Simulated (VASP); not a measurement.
The system is CuI.

```
I Cu
1.0
     0.00000    2.99053    2.99053
     2.99053    0.00000    2.99053
     2.99053    2.99053    0.00000
I Cu
1 1
Direct
  0.00000 0.00000 0.00000
  0.75000 0.75000 0.75000
```

Base run:

```yaml
Program: VASP 6.6.1
Functional: SVWN5
Potentials_or_basis: VASP PAW PBE potentials, release 64 (I, Cu)
Cutoff: 520 eV
k_mesh: 8 × 8 × 8
Occupations: fermi-dirac, width 0.05 eV
Spin: no spin polarisation
```

Its results: band gap on the k mesh 1.07 eV; pressure -2.8 GPa.

Q: The run is repeated on the same cell with these changes: functional from SVWN5 to HF; k mesh from 8 × 8 × 8 to 4 × 4 × 4. What comes out?

A: Band gap on the k mesh 9.93 eV; pressure 10.7 GPa.

Several settings changed at once.

Caveats: some runs use coarse meshes; the PAW data sets were made with another functional, which shifts forces and pressure a little; spin-orbit coupling is left out, which moves the levels of the heavy elements.

A k mesh can miss the band edges.
